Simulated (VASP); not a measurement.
# Zr (P6_3/mmc) in VASP: vibrations by perturbation theory with PBE

Aim: the vibrations by perturbation theory of Zr with PBE.

All numbers are computed with VASP 6.6.1; they aren't measurements. Logs are shortened: lines on timing, memory, paths and dates and some standing lists are left out, and cuts for length are marked.

## Step 1: The cell of the first run

It takes space group P6_3/mmc (No. 194, hexagonal). Conventional cell: a = 3.229 Å, b = 3.229 Å, c = 5.192 Å, α = 90.00°, β = 90.00°, γ = 120.00°. Within 4.2 Å of Zr (site symmetry -6m2) lie 12 Zr at 3.20 to 3.23 Å.

## Step 2: Vibrations by perturbation theory, PBE

INCAR reads:

```
SYSTEM = Zr
ALGO     = Fast           ! electronic algorithm
EDIFF    = 1E-8           ! SCF threshold, eV
ENCUT    = 520            ! plane-wave cutoff, eV
GGA      = PE             ! functional
IBRION   = 8              ! ionic algorithm
ISIF     = 2              ! what is computed and relaxed
ISMEAR   = -1             ! smearing method
LASPH    = .True.         ! aspherical terms in the spheres
LCHARG   = .False.        ! write CHGCAR
LREAL    = .False.        ! projectors in reciprocal space
LWAVE    = .False.        ! write WAVECAR
NBANDS   = 19             ! bands
NELM     = 100            ! most SCF steps
NSW      = 1              ! ionic steps
PREC     = Accurate       ! precision mode
SIGMA    = 0.15           ! smearing width, eV
```

KPOINTS reads:

```
k-points
0
Gamma
  12 12 8
  0 0 0
```

POSCAR reads:

```
Zr
1.0
    3.2291008641      0.0000000029      0.0000000000
   -1.6145504345      2.7964833782      0.0000000000
    0.0000000000      0.0000000000      5.1924677594
Zr
2
Direct
    0.3333333333      0.6666666667      0.2500000000
    0.6666666667      0.3333333333      0.7500000000
```

Potentials or basis: VASP PAW PBE potentials, release 64 (Zr_sv).

The run is started by

```bash
$ cat potpaw_PBE.64/Zr_sv/POTCAR > POTCAR
$ mpirun -np 1 vasp_std > vasp.out
```

OUTCAR:

```text
SYSTEM = Zr
   EDIFF = 1E-8
   ENCUT = 520
   GGA = PE
   IBRION = 8
   ISIF = 2
   ISMEAR = -1
   LASPH = .True.
   LREAL = .False.
   NELM = 100
   NSW = 1
   PREC = Accurate

 ion  position               nearest neighbor table
   1  0.333  0.667  0.250-   2 3.20   2 3.20   2 3.20   2 3.20   2 3.20   2 3.20
   2  0.667  0.333  0.750-   1 3.20   1 3.20   1 3.20   1 3.20   1 3.20   1 3.20

  LATTYP: Found a hexagonal cell.
 ALAT       =     3.2291008641
 C/A-ratio  =     1.6080227834

  Lattice vectors:

 A1 = (   3.2291008641,   0.0000000029,   0.0000000000)
 A2 = (  -1.6145504345,   2.7964833782,   0.0000000000)
 A3 = (   0.0000000000,   0.0000000000,   5.1924677594)

Analysis of symmetry for initial positions (statically):
=====================================================================
 Subroutine PRICEL returns:
 Original cell was already a primitive cell.

 Routine SETGRP: Setting up the symmetry group for a
 hexagonal supercell.

 Subroutine GETGRP returns: Found 24 space group operations
 (whereof 12 operations were pure point group operations)
 out of a pool of 24 trial point group operations.

The static configuration has the point symmetry D_3d.
 The point group associated with its full space group is D_6h.

Analysis of symmetry for dynamics (positions and initial velocities):
=====================================================================
 Subroutine PRICEL returns:
 Original cell was already a primitive cell.

 Routine SETGRP: Setting up the symmetry group for a
 hexagonal supercell.

 Subroutine GETGRP returns: Found 24 space group operations
 (whereof 12 operations were pure point group operations)
 out of a pool of 24 trial point group operations.

The dynamic configuration has the point symmetry D_3d.
 The point group associated with its full space group is D_6h.

 Subroutine INISYM returns: Found 24 space group operations
 (whereof 12 operations are pure point group operations),
 and found     1 'primitive' translations

----------------------------------------------------------------------------------------

                                     Primitive cell

  volume of cell :      46.8886

  direct lattice vectors                    reciprocal lattice vectors
     3.229100864  0.000000003  0.000000000     0.309683730  0.178795985  0.000000000
    -1.614550434  2.796483378  0.000000000    -0.000000000  0.357591970  0.000000000
     0.000000000  0.000000000  5.192467759     0.000000000  0.000000000  0.192586656

  length of vectors
     3.229100864  3.229100864  5.192467759     0.357591970  0.357591970  0.192586656

  position of ions in fractional coordinates (direct lattice)
     0.333333333  0.666666667  0.250000000
     0.666666667  0.333333333  0.750000000

  ion indices of the primitive-cell ions
   primitive index   ion index
                 1           1
                 2           2

----------------------------------------------------------------------------------------

 KPOINTS: k-points

Automatic generation of k-mesh.
 Grid dimensions read from file:
 generate k-points for:   12   12    8

 Generating k-lattice:

  Cartesian coordinates                     Fractional coordinates (reciprocal lattice)
     0.025806977  0.014899665  0.000000000     0.083333333  0.000000000  0.000000000
[... 71 lines left out ...]
   NUPDOWN=      -1.0000    fix difference up-down
   EMIN   =  10.00;   EMAX   =-10.00  energy-range for DOS
   EFERMI =   0.00;   METHOD = LEGACY
   ISMEAR =    -1;   SIGMA  =   0.15  broadening in eV -4-tet -1-fermi 0-gaus
   EFERMI_NEDOS =   21; number of points for ismear=-14 and -15
   IALGO  =     68    algorithm
   IMIX   =      4    mixing-type and parameters
     AMIX     =   0.40;   BMIX     =  1.00
     AMIX_MAG =   1.60;   BMIX_MAG =  1.00
  volume/ion in A,a.u.               =      23.44       158.21
  Fermi-wavevector in a.u.,A,eV,Ry     =   1.309552  2.474694 23.332985  1.714926
  Thomas-Fermi vector in A             =   2.440143
   LORBIT       =      0    0 simple, 1 ext, 2 COOP (PROOUT), +10 PAW based schemes
   GGA     = PE    functional components
   LHFCALC =     F    Hartree Fock is set to
   AEXX    =    0.0000 exact exchange contribution
   IVDW    =     0    specifies the selected vdW correction
   LEPSILON=     F    determine dielectric tensor
   LRPA    =     F    only Hartree local field effects (RPA)
 non-spin polarized calculation
 RMM-DIIS sequential band-by-band and
  energy-cutoff  :      520.00
  volume of cell :       46.89
 maximum number of plane-waves:      1290
   NGX = 13   NGY = 13   NGZ = 19

--------------------------------------- Ionic step        1  -------------------------------------------

 number of electron      24.0000001 magnetization

 Free energy of the ion-electron system (eV)
  ---------------------------------------------------
  ext. energy  EPLUGINS =         0.00000000
  ---------------------------------------------------
  free energy    TOTEN  =       -17.12050607 eV

  energy without entropy =      -16.94875011  energy(sigma->0) =      -17.03462809

 E-fermi :   8.8613     XC(G=0): -11.0495

 val. band max:        8.8572752878   @ k =   0.2500   0.2500   0.5000
 cond. band min:       8.8772304891   @ k =   0.3333   0.3333   0.5000
 fundamental gap:      0.0199552013
 Fermi energy:         8.8613453792

 k-point     1 :       0.0000    0.0000    0.0000
  band No.  band energies     occupation
      1     -39.9222      2.00000
      2     -39.7776      2.00000
      3     -18.4176      2.00000
      4     -17.5767      2.00000
      5     -17.5767      2.00000
      6     -17.4514      2.00000
[... 505 lines left out ...]
      6     -17.7266      2.00000
[... 11 lines left out ...]
     18      12.6979      0.00000
     19      13.9633      0.00000

 [... further k-points ...]
[... 5 lines left out ...]
  --------------------------------------------------------------------------------------
  -------------------------------------------------------------------------------------
  Total       -0.0046360     -0.0046360     -0.0069489     -0.0000000      0.0000000      0.0000000
  in kB       -0.1584117     -0.1584117     -0.2374425     -0.0000000      0.0000000      0.0000000
  external PRESSURE =      -0.1847553 kB  Pullay stress =       0.0000000 kB

 VOLUME and BASIS-vectors are now :
 -----------------------------------------------------------------------------
  energy-cutoff  :      520.00
  volume of cell :       46.89
      direct lattice vectors                 reciprocal lattice vectors
     3.229100864  0.000000003  0.000000000     0.309683730  0.178795985  0.000000000
    -1.614550434  2.796483378  0.000000000    -0.000000000  0.357591970  0.000000000
     0.000000000  0.000000000  5.192467759     0.000000000  0.000000000  0.192586656

 POSITION                                       TOTAL-FORCE (eV/Angst)
 -----------------------------------------------------------------------------------
     -0.00000      1.86432      1.29812         0.000000      0.000000      0.000000
      1.61455      0.93216      3.89435        -0.000000     -0.000000      0.000000
 -----------------------------------------------------------------------------------
    total drift:                                0.000000     -0.000000      0.000000

  FREE ENERGIE OF THE ION-ELECTRON SYSTEM (eV)
  ---------------------------------------------------
  free  energy   TOTEN  =       -17.1205060738 eV

  energy  without entropy=      -16.9487501149  energy(sigma->0) =      -17.03462809

[... ionic steps 2 to 3 ...]

--------------------------------------- Ionic step        4  -------------------------------------------

------------------------ aborting loop because EDIFF is reached ----------------------------------------

[... ionic steps 5 to 5 ...]

--------------------------------------- Ionic step        6  -------------------------------------------

 Free energy of the ion-electron system (eV)
  ---------------------------------------------------
  ---------------------------------------------------
  free energy    TOTEN  =        -0.74853866 eV

  energy without entropy =       -0.74853866

------------------------ aborting loop because EDIFF is reached ----------------------------------------

 INTERNAL STRAIN TENSOR  FOR ION    1  DIRECTION 3   (eV/Angst):
 -----------------------------------------------------------------------------
    -0.05676 -0.00000 -0.00000
    -0.00000 -0.05676  0.00000
    -0.00000 -0.00000  0.11738

 INTERNAL STRAIN TENSOR FOR ION    2 for displacements in x,y,z  (eV/Angst):
          X           Y           Z          XY          YZ          ZX
  --------------------------------------------------------------------------------
  x    -0.00000     0.00000    -0.00000     1.47674     0.00000     0.00000
  y     1.47674    -1.47674     0.00000     0.00000     0.00000     0.00000
  z    -0.00000     0.00000     0.00000     0.00000     0.00000    -0.00000

 SECOND DERIVATIVES (NOT SYMMETRIZED)
 ------------------------------------
               1X          1Y          1Z          2X          2Y          2Z
  1X    -0.713334   -0.000000    0.000000    0.713334    0.000000    0.000000
  1Y    -0.000000   -0.713334    0.000000    0.000000    0.713334    0.000000
  1Z     0.000000    0.000000   -4.018943   -0.000000    0.000000    4.018943
  2X     0.713334    0.000000    0.000000   -0.713334   -0.000000    0.000000
  2Y     0.000000    0.713334    0.000000   -0.000000   -0.713334    0.000000
  2Z    -0.000000    0.000000    4.018943    0.000000    0.000000   -4.018943

 Eigenvectors and eigenvalues of the dynamical matrix
 ----------------------------------------------------

   1 f  =    4.640525 THz    29.157276 2PiTHz  154.791239 cm-1    19.191659 meV
             X         Y         Z           dx          dy          dz
     -0.000000  1.864322  1.298117     0.000000    0.000000   -0.707107
      1.614550  0.932161  3.894351    -0.000000    0.000000    0.707107
[... 21 lines left out ...]
   6 f  =    0.000000 THz     0.000000 2PiTHz    0.000000 cm-1     0.000000 meV
             X         Y         Z           dx          dy          dz
     -0.000000  1.864322  1.298117    -0.000000    0.000000    0.707107
      1.614550  0.932161  3.894351     0.000000    0.000000    0.707107

--------------------------------------------------------------------------------------------------------

 ELASTIC MODULI CONTR FROM IONIC RELAXATION (kBar)
 Direction    XX          YY          ZZ          XY          YZ          ZX
 --------------------------------------------------------------------------------
 XX        -104.4617    104.4617     -0.0000     -0.0000      0.0000     -0.0000
 YY         104.4617   -104.4617      0.0000     -0.0000     -0.0000      0.0000
 ZZ          -0.0000      0.0000     -0.0000      0.0000     -0.0000      0.0000
 XY          -0.0000     -0.0000      0.0000   -104.4617      0.0000     -0.0000
 YZ           0.0000     -0.0000     -0.0000      0.0000     -0.0000      0.0000
 ZX          -0.0000      0.0000      0.0000     -0.0000      0.0000     -0.0000
 --------------------------------------------------------------------------------
```

Run time: 10 min. Hardware: 1 thread of Intel Xeon Platinum 8488C (Sapphire Rapids), shared host; peak memory 0.67 GiB.

Results:

- Highest phonon frequency at Γ: 155 cm⁻¹

Phonon frequencies in cm⁻¹ (negative: imaginary):
| q point | frequencies |
| --- | --- |
| (0.000, 0.000, 0.000) | 0 0 0 65 65 155 |
